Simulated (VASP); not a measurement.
WS3:

```xyz
4
Lattice="4.8000 0.0000 0.0000 0.0000 4.8000 0.0000 0.0000 0.0000 4.8000" Properties=species:S:1:pos:R:3 pbc="T T T"
W     0.0000    0.0000    4.6703
S     0.0000    2.4000    0.0000
S     2.4000    0.0000    0.0000
S     0.0000    0.0000    2.4000
```

| Item | Value |
| --- | --- |
| Program | VASP 6.6.1 |
| Task | relaxation of cell and atoms |
| Functional | PBE |
| Potentials or basis | VASP PAW PBE potentials, release 64 (W_sv, S) |
| Cutoff | 600 eV |
| k mesh | 4 × 4 × 4 |
| Occupations | gaussian, width 0.1 eV |
| Spin | no spin polarisation |

At the start: pressure -5.4 GPa; volume 27.65 Å³/atom.

Task: How do energy, volume and symmetry change on relaxing?

Result: Over 13 steps the energy falls by 38.4 meV/atom and the volume is 25.67 Å³/atom (-7.2 %); space group P4mm (No. 99, to 0.05 Å).

Step by step:
| step | energy change (eV) | largest force (eV/Å) | pressure (GPa) | volume (Å³) |
| --- | --- | --- | --- | --- |
| 1 | 0.0000 | 0.1255 | -5.44 | 110.59 |
| 2 | 0.0243 | 1.0352 | 7.87 | 96.22 |
| 3 | -0.1375 | 0.5559 | 0.01 | 103.32 |
| 4 | -0.1375 | 0.5649 | 0.14 | 103.18 |
| 5 | -0.1470 | 0.0626 | 0.06 | 102.80 |
| 6 | -0.1471 | 0.0866 | 0.06 | 102.84 |
| 7 | -0.1510 | 0.0683 | -0.12 | 102.86 |
| 8 | -0.1511 | 0.0624 | -0.14 | 102.86 |
| 9 | -0.1516 | 0.0742 | 0.13 | 102.56 |
| 10 | -0.1516 | 0.0765 | 0.19 | 102.49 |
| 11 | -0.1520 | 0.0699 | 0.18 | 102.50 |
| 12 | -0.1528 | 0.0520 | 0.10 | 102.56 |
| 13 | -0.1538 | 0.0314 | -0.05 | 102.66 |

Final structure:
```
CELL_PARAMETERS angstrom
4.68114 0.00000 0.00000
0.00000 4.68114 0.00000
0.00000 0.00000 4.68495
ATOMIC_POSITIONS crystal
W 0.00000 0.00000 0.98527
S 0.00000 0.50000 0.99719
S 0.50000 0.00000 0.99719
S 0.00000 0.00000 0.49332
```
